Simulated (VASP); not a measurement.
# LiBr (rocksalt type) (Fm-3m) in VASP: notebook

The runs below take LiBr (rocksalt type) through relaxation of cell and atoms, single point, with PBE.

Program: VASP 6.6.1. These are calculated values, not measurements. Logs are shortened: lines on timing, memory, paths and dates and some standing lists are left out, and cuts for length are marked.

## Step 1: The cell of the first run

It takes space group Fm-3m (No. 225, cubic). The conventional cell has a = 4.915 Å, b = 4.915 Å, c = 4.915 Å, α = 90.00°, β = 90.00°, γ = 90.00°. Li (site symmetry m-3m) has 6 Br at 2.46 Å within 3.2 Å. Within 3.2 Å of Br (site symmetry m-3m) lie 6 Li at 2.46 Å.

## Step 2: Relaxation of cell and atoms, PBE

The input, INCAR:

```
PREC = Accurate
ENCUT = 750
EDIFF = 1E-7
ISMEAR = -1
SIGMA = 0.05
LREAL = F
LASPH = T
NELM = 120
ALGO = Normal
ISIF = 3
LWAVE = F
LCHARG = F
GGA = PE
IBRION = 2
NSW = 60
EDIFFG = -0.005
GGA_COMPAT = F
NELMIN = 4
```

The input, KPOINTS:

```
Automatic mesh
0
Gamma
  13 13 13
```

The input, POSCAR:

```
LiBr
1.0
    0.0000000000      2.4572554004      2.4572554004
    2.4572554004      0.0000000000      2.4572554004
    2.4572554004      2.4572554004      0.0000000000
Li Br
1 1
Direct
    0.0000000000      0.0000000000      0.0000000000
    0.5000000000      0.5000000000      0.5000000000
```

Potentials or basis: VASP PAW PBE potentials, release 64 (Li_sv, Br).

Started as:

```sh
> cat potpaw_PBE.64/Li_sv/POTCAR potpaw_PBE.64/Br/POTCAR > POTCAR
> mpirun -np 1 vasp_std > vasp.out
```

OUTCAR:

```text
PREC = Accurate
   ENCUT = 750
   EDIFF = 1E-7
   ISMEAR = -1
   LREAL = F
   LASPH = T
   NELM = 120
   ISIF = 3
   GGA = PE
   IBRION = 2
   NSW = 60
   EDIFFG = -0.005
   NELMIN = 4

 ion  position               nearest neighbor table
   1  0.000  0.000  0.000-   2 2.46   2 2.46   2 2.46   2 2.46   2 2.46   2 2.46
   2  0.500  0.500  0.500-   1 2.46   1 2.46   1 2.46   1 2.46   1 2.46   1 2.46

  LATTYP: Found a face centered cubic cell.
 ALAT       =     4.9145108008

  Lattice vectors:

 A1 = (   0.0000000000,   2.4572554004,   2.4572554004)
 A2 = (   2.4572554004,   0.0000000000,   2.4572554004)
 A3 = (   2.4572554004,   2.4572554004,   0.0000000000)

Analysis of symmetry for initial positions (statically):
=====================================================================
 Subroutine PRICEL returns:
 Original cell was already a primitive cell.

 Routine SETGRP: Setting up the symmetry group for a
 face centered cubic supercell.

 Subroutine GETGRP returns: Found 48 space group operations
 (whereof 48 operations were pure point group operations)
 out of a pool of 48 trial point group operations.

The static configuration has the point symmetry O_h .

Analysis of symmetry for dynamics (positions and initial velocities):
=====================================================================
 Subroutine PRICEL returns:
 Original cell was already a primitive cell.

 Routine SETGRP: Setting up the symmetry group for a
 face centered cubic supercell.

 Subroutine GETGRP returns: Found 48 space group operations
 (whereof 48 operations were pure point group operations)
 out of a pool of 48 trial point group operations.

The dynamic configuration has the point symmetry O_h .

 Subroutine INISYM returns: Found 48 space group operations
 (whereof 48 operations are pure point group operations),
 and found     1 'primitive' translations

----------------------------------------------------------------------------------------

                                     Primitive cell

  volume of cell :      29.6743

  direct lattice vectors                    reciprocal lattice vectors
     0.000000000  2.457255400  2.457255400    -0.203479052  0.203479052  0.203479052
     2.457255400  0.000000000  2.457255400     0.203479052 -0.203479052  0.203479052
     2.457255400  2.457255400  0.000000000     0.203479052  0.203479052 -0.203479052

  length of vectors
     3.475083913  3.475083913  3.475083913     0.352436057  0.352436057  0.352436057

  position of ions in fractional coordinates (direct lattice)
     0.000000000  0.000000000  0.000000000
     0.500000000  0.500000000  0.500000000

  ion indices of the primitive-cell ions
   primitive index   ion index
                 1           1
                 2           2

----------------------------------------------------------------------------------------

 KPOINTS: Automatic mesh

Automatic generation of k-mesh.
 Grid dimensions read from file:
 generate k-points for:   13   13   13

 Generating k-lattice:

  Cartesian coordinates                     Fractional coordinates (reciprocal lattice)
    -0.015652235  0.015652235  0.015652235     0.076923077  0.000000000  0.000000000
     0.015652235 -0.015652235  0.015652235     0.000000000  0.076923077  0.000000000
     0.015652235  0.015652235 -0.015652235     0.000000000  0.000000000  0.076923077

  Length of vectors
     0.027110466  0.027110466  0.027110466

  Shift w.r.t. Gamma in fractional coordinates (k-lattice)
     0.000000000  0.000000000  0.000000000

 Subroutine IBZKPT returns following result:
 ===========================================

 Found     84 irreducible k-points:

 Following reciprocal coordinates:
            Coordinates               Weight
  0.000000  0.000000  0.000000      1.000000
  0.076923  0.000000  0.000000      8.000000
  0.153846  0.000000  0.000000      8.000000
  0.230769  0.000000  0.000000      8.000000
  0.307692  0.000000  0.000000      8.000000
  0.384615  0.000000  0.000000      8.000000
[... 16 lines left out ...]
  0.384615  0.153846  0.000000     24.000000
  0.461538  0.153846  0.000000     24.000000
 [... further k-points ...]
   k-points           NKPTS =     84   k-points in BZ     NKDIM =     84   number of bands    NBANDS=      9
   number of dos      NEDOS =    301   number of ions     NIONS =      2
   total plane-waves  NPLWV =  32768
   dimension x,y,z NGX =    32 NGY =   32 NGZ =   32
   dimension x,y,z NGXF=    64 NGYF=   64 NGZF=   64
   ions per type =               1   1
   NGX,Y,Z   is equivalent  to a cutoff of  15.31, 15.31, 15.31 a.u.
   NGXF,Y,Z  is equivalent  to a cutoff of  30.62, 30.62, 30.62 a.u.
 SYSTEM =  unknown system
   PREC   = accura    normal or accurate (medium, high low for compatibility)
   ISTART =      0    job   : 0-new  1-cont  2-samecut
   ICHARG =      2    charge: 1-file 2-atom 10-const
   ISPIN  =      1    spin polarized calculation?
   LNONCOLLINEAR =      F non collinear calculations
   LSORBIT =      F    spin-orbit coupling
   LASPH  =      T    aspherical Exc in radial PAW
   ENCUT  =  750.0 eV  55.12 Ry    7.42 a.u.   7.76  7.76  7.76*2*pi/ulx,y,z
   NELM   =    120;   NELMIN=  4; NELMDL= -5     # of ELM steps
   EDIFF  = 0.1E-06   stopping-criterion for ELM
   LREAL  =      F    real-space projection
   EDIFFG = -.5E-02   stopping-criterion for IOM
   NSW    =     60    number of steps for IOM
   IBRION =      2    ionic relax: 0-MD 1-quasi-New 2-CG
   NFREE  =      1    steps in history (QN), initial steepest desc. (CG)
   ISIF   =      3    stress and relaxation
   ISYM   =      2    0-nonsym 1-usesym 2-fastsym
   POTIM  = 0.5000    time-step for ionic-motion
   TEBEG  =    0.0;   TEEND  =   0.0 temperature during run
   PSTRESS=    0.0 pullay stress
   NELECT =      10.0000    total number of electrons
   NUPDOWN=      -1.0000    fix difference up-down
   EMIN   =  10.00;   EMAX   =-10.00  energy-range for DOS
   EFERMI =   0.00;   METHOD = LEGACY
   ISMEAR =    -1;   SIGMA  =   0.05  broadening in eV -4-tet -1-fermi 0-gaus
   EFERMI_NEDOS =   21; number of points for ismear=-14 and -15
   IALGO  =     38    algorithm
   IMIX   =      4    mixing-type and parameters
     AMIX     =   0.40;   BMIX     =  1.00
     AMIX_MAG =   1.60;   BMIX_MAG =  1.00
  volume/ion in A,a.u.               =      14.84       100.13
  Fermi-wavevector in a.u.,A,eV,Ry     =   1.139238  2.152848 17.658507  1.297864
  Thomas-Fermi vector in A             =   2.275942
   LORBIT       =      0    0 simple, 1 ext, 2 COOP (PROOUT), +10 PAW based schemes
   GGA     = PE    functional components
   LHFCALC =     F    Hartree Fock is set to
   AEXX    =    0.0000 exact exchange contribution
   IVDW    =     0    specifies the selected vdW correction
   LEPSILON=     F    determine dielectric tensor
   LRPA    =     F    only Hartree local field effects (RPA)
 conjugate gradient relaxation of ions
 non-spin polarized calculation
  energy-cutoff  :      750.00
  volume of cell :       29.67
 maximum number of plane-waves:      1411
   NGX = 15   NGY = 15   NGZ = 15

--------------------------------------- Ionic step        1  -------------------------------------------

 number of electron      10.0000000 magnetization

 Free energy of the ion-electron system (eV)
  ---------------------------------------------------
  ext. energy  EPLUGINS =         0.00000000
  ---------------------------------------------------
  free energy    TOTEN  =        -6.12104013 eV

  energy without entropy =       -6.12104013  energy(sigma->0) =       -6.12104013

 E-fermi :   4.3389     XC(G=0):  -9.9080

 val. band max:        3.2591239895   @ k =  -0.0769   0.0769   0.0000
 cond. band min:       9.0066421055   @ k =   0.4615   0.0000   0.0000
 fundamental gap:      5.7475181160
 Fermi energy:         4.3389042520

 k-point     1 :       0.0000    0.0000    0.0000
  band No.  band energies     occupation
      1     -40.9826      2.00000
      2     -11.7415      2.00000
      3       3.2425      2.00000
      4       3.2425      2.00000
      5       3.2425      2.00000
      6      10.1701      0.00000
      7      13.8441      0.00000
      8      13.8441      0.00000
      9      13.8441      0.00000
[... 265 lines left out ...]
 k-point    24 :       0.4615    0.1538    0.0000
  band No.  band energies     occupation
      1     -40.9761      2.00000
      2     -10.6732      2.00000
      3      -0.9672      2.00000
      4       1.8192      2.00000
      5       2.3128      2.00000
      6      10.1737      0.00000
      7      11.4596      0.00000
      8      12.5580      0.00000
      9      15.2626      0.00000

 [... further k-points ...]
[... 5 lines left out ...]
  --------------------------------------------------------------------------------------
  -------------------------------------------------------------------------------------
  Total        3.4436869      3.4436869      3.4436869      0.0000000      0.0000000      0.0000000
  in kB      185.9316630    185.9316630    185.9316630      0.0000000      0.0000000      0.0000000
  external PRESSURE =     185.9316630 kB  Pullay stress =       0.0000000 kB
[... 165 lines left out ...]
  energy  without entropy=       -6.6356623910  energy(sigma->0) =       -6.63566239

--------------------------------------- Ionic step        6  -------------------------------------------

 number of electron      10.0000007 magnetization

 Free energy of the ion-electron system (eV)
  ---------------------------------------------------
  ext. energy  EPLUGINS =         0.00000000
  ---------------------------------------------------
  free energy    TOTEN  =        -6.63567066 eV

  energy without entropy =       -6.63567066  energy(sigma->0) =       -6.63567066

 E-fermi :   1.3250     XC(G=0):  -8.4106

 val. band max:        0.2916588316   @ k =  -0.0769   0.0769   0.0000
 cond. band min:       5.2178903476   @ k =   0.0000   0.0000   0.0000
 fundamental gap:      4.9262315160
 Fermi energy:         1.3249647578

 k-point     1 :       0.0000    0.0000    0.0000
  band No.  band energies     occupation
      1     -44.1235      2.00000
      2     -13.1328      2.00000
      3       0.2862      2.00000
      4       0.2862      2.00000
      5       0.2862      2.00000
      6       5.2179      0.00000
      7      10.7835      0.00000
      8      10.7835      0.00000
      9      10.7835      0.00000
[... 265 lines left out ...]
 k-point    24 :       0.4615    0.1538    0.0000
  band No.  band energies     occupation
      1     -44.1224      2.00000
      2     -12.6515      2.00000
      3      -2.2969      2.00000
      4      -0.4898      2.00000
      5      -0.2180      2.00000
      6       6.8359      0.00000
      7       8.2168      0.00000
      8       9.2767      0.00000
      9      10.7523      0.00000

 [... further k-points ...]
[... 5 lines left out ...]
  --------------------------------------------------------------------------------------
  -------------------------------------------------------------------------------------
  Total       -0.0056078     -0.0056078     -0.0056078      0.0000000     -0.0000000     -0.0000000
  in kB       -0.2150814     -0.2150814     -0.2150814      0.0000000     -0.0000000     -0.0000000
  external PRESSURE =      -0.2150814 kB  Pullay stress =       0.0000000 kB
[... 17 lines left out ...]
  FREE ENERGIE OF THE ION-ELECTRON SYSTEM (eV)
  ---------------------------------------------------
  free  energy   TOTEN  =        -6.6356706618 eV

  energy  without entropy=       -6.6356706617  energy(sigma->0) =       -6.63567066

 reached required accuracy - stopping structural energy minimisation
```

It took 2.3 min on 1 thread of Intel Xeon Platinum 8259CL at 2.50GHz (Skylake/Cascade Lake), shared host; peak memory 0.21 GiB.

Results:

```yaml
Free_energy: -6.6357 eV
Relaxed_volume: 20.89 Å³/atom
Relaxed_cell: a = 3.895 Å, b = 3.895 Å, c = 3.895 Å, α = 60.00°, β = 60.00°, γ = 60.00°
Space_group_after_relaxing_to_0.05_Å: Fm-3m (No. 225)
Energy_gained_by_relaxing: 257.3 meV/atom
Ionic_steps: 6
Pressure_after_relaxing: 0.0 GPa
Band_gap_on_the_k_mesh: 4.93 eV, indirect (least direct gap 4.93 eV)
```

The path:
| step | energy change (eV) | largest force (eV/Å) | pressure (GPa) | volume (Å³) |
| --- | --- | --- | --- | --- |
| 1 | 0.0000 | 0.0000 | 18.59 | 29.67 |
| 2 | -0.4770 | 0.0000 | 3.27 | 37.70 |
| 3 | -0.5101 | 0.0000 | 1.01 | 40.25 |
| 4 | -0.5146 | 0.0000 | 0.12 | 41.55 |
| 5 | -0.5146 | 0.0000 | -0.05 | 41.81 |
| 6 | -0.5146 | 0.0000 | -0.02 | 41.77 |

Final structure:
```
Li Br
1.0
     0.00000    2.75395    2.75395
     2.75395    0.00000    2.75395
     2.75395    2.75395    0.00000
Li Br
1 1
Direct
  0.00000 0.00000 0.00000
  0.50000 0.50000 0.50000
```

Caveat: the volume moved by over 15 % at a fixed basis, so the end points are rough.

## Step 3: Single point, PBE (volume scaled by 0.4)

The input, INCAR:

```
SYSTEM = LiBr
ALGO = Normal ; EDIFF = 1E-6
ENCUT = 750 ; GGA = PE
GGA_COMPAT = .False. ; ISIF = 2
ISMEAR = -1 ; LASPH = .True.
LCHARG = .True. ; LELF = .True.
LREAL = .False. ; LVHAR = .True.
LWAVE = .False. ; NBANDS = 12
NELM = 120 ; PREC = Accurate
SIGMA = 0.05
```

The input, KPOINTS:

```
k-points
0
Gamma
  13 13 13
  0 0 0
```

The input, POSCAR:

```
LiBr
1.0
    0.0000000000      2.0297481050      2.0297481050
    2.0297481050      0.0000000000      2.0297481050
    2.0297481050      2.0297481050      0.0000000000
Li Br
1 1
Direct
    0.0000000000      0.0000000000      0.0000000000
    0.5000000000      0.5000000000      0.5000000000
```

Potentials or basis: VASP PAW PBE potentials, release 64 (Li_sv, Br).

Started as:

```sh
> cat potpaw_PBE.64/Li_sv/POTCAR potpaw_PBE.64/Br/POTCAR > POTCAR
> mpirun -np 1 vasp_std > vasp.out
```

Run time: 33 s. Hardware: 1 thread of AMD EPYC 7R43 (Zen 3), shared host; peak memory 0.14 GiB.

Results (log left out):

* Free energy: -0.6742 eV
* Pressure: 171.5 GPa
* Band gap on the k mesh: 2.98 eV, indirect (least direct gap 6.99 eV)

Levels at points of the mesh, in eV from the valence-band top:
```tsv
k point	band 3	band 4	band 5	band 6	band 7	band 8
(0.00, 0.00, 0.00)	-0.10	-0.10	-0.10	9.67	9.67	9.67
```

Caveat: the cell differs from its parent crystal (volume scaled by 0.4). A k mesh can miss the band edges.

## Step 4: Single point, PBE (volume scaled by 0.4)

The input, INCAR:

```
PREC = Accurate ; ENCUT = 750
EDIFF = 1E-6 ; ISMEAR = -1
SIGMA = 0.05 ; LREAL = False
LASPH = True ; NELM = 120
ALGO = Normal ; ISIF = 2
LWAVE = False ; LCHARG = False
GGA = PE ; NBANDS = 12
GGA_COMPAT = False
```

The input, KPOINTS:

```
regular mesh
0
Gamma
  13 13 13
```

POSCAR is that of step 3.

Started as:

```sh
> cat potpaw_PBE.64/Li_sv/POTCAR potpaw_PBE.64/Br/POTCAR > POTCAR
> mpirun -np 1 vasp_std > vasp.out
```

It took 34 s on 1 thread of AMD EPYC 7R43 (Zen 3), shared host; peak memory 0.14 GiB.

It converged, with:

```
Free energy            : -0.6742 eV
Pressure               : 171.5 GPa
Band gap on the k mesh : 2.98 eV, indirect (least direct gap 6.99 eV)
```

Levels at points of the mesh, in eV from the valence-band top:
```
           k point  band 1  band 2  band 3  band 4  band 5  band 6  band 7  band 8  band 9  band 10
(0.00, 0.00, 0.00)  -46.54  -20.12   -0.10   -0.10   -0.10    9.67    9.67    9.67   13.75    14.25
```

Caveat: the cell differs from its parent crystal (volume scaled by 0.4). A k mesh can miss the band edges.

## Step 5: Single point, PBE (volume scaled by 0.5)

The input, INCAR:

```
SYSTEM = LiBr
ALGO = Normal
EDIFF = 1E-6
ENCUT = 750
GGA = PE
GGA_COMPAT = .False.
ISIF = 2
ISMEAR = -1
LASPH = .True.
LCHARG = .False.
LREAL = .False.
LWAVE = .False.
NBANDS = 12
NELM = 120
PREC = Accurate
SIGMA = 0.05
```

The input, KPOINTS:

```
k-points
0
Gamma
  13 13 13
  0 0 0
```

The input, POSCAR:

```
LiBr
1.0
    0.0000000000      2.1864798648      2.1864798648
    2.1864798648      0.0000000000      2.1864798648
    2.1864798648      2.1864798648      0.0000000000
Li Br
1 1
Direct
    0.0000000000      0.0000000000      0.0000000000
    0.5000000000      0.5000000000      0.5000000000
```

Started as:

```sh
> cat potpaw_PBE.64/Li_sv/POTCAR potpaw_PBE.64/Br/POTCAR > POTCAR
> mpirun -np 1 vasp_std > vasp.out
```

It took 29 s on 1 thread of AMD EPYC 7R43 (Zen 3), shared host; peak memory 0.14 GiB.

Results (log left out):

- Free energy: -3.8032 eV
- Pressure: 80.6 GPa
- Band gap on the k mesh: 4.60 eV, indirect (least direct gap 6.61 eV)

Levels at points of the mesh, in eV from the valence-band top:
| k point | band 2 | band 3 | band 4 | band 5 | band 6 | band 7 | band 8 | band 9 |
| --- | --- | --- | --- | --- | --- | --- | --- | --- |
| (0.00, 0.00, 0.00) | -17.71 | -0.05 | -0.05 | -0.05 | 10.21 | 10.21 | 10.21 | 10.44 |

Caveat: the cell differs from its parent crystal (volume scaled by 0.5).

## Step 6: Summary

| task | cell | gap on the mesh (eV) | pressure (GPa) |
| --- | --- | --- | --- |
| relaxation of cell and atoms | relaxed from a = 3.475 Å, angles 60.0°, 2 atoms | 4.93 | 0.0 |
| single point | a = 2.870 Å, angles 60.0°, 2 atoms | 2.98 | 171.5 |
| single point | a = 3.092 Å, angles 60.0°, 2 atoms | 4.60 | 80.6 |

Alike in all rows: level PBE; potentials or basis VASP PAW PBE potentials, release 64 (Li_sv, Br); no spin polarisation; k mesh 13 × 13 × 13; cutoff (eV) 750; smearing fermi-dirac 0.05 eV.

Caveats: the volume moved by over 15 % at a fixed basis, so the end points are rough (some runs).

Total energies depend on the potentials used, so only differences within one code and one set of settings carry meaning.
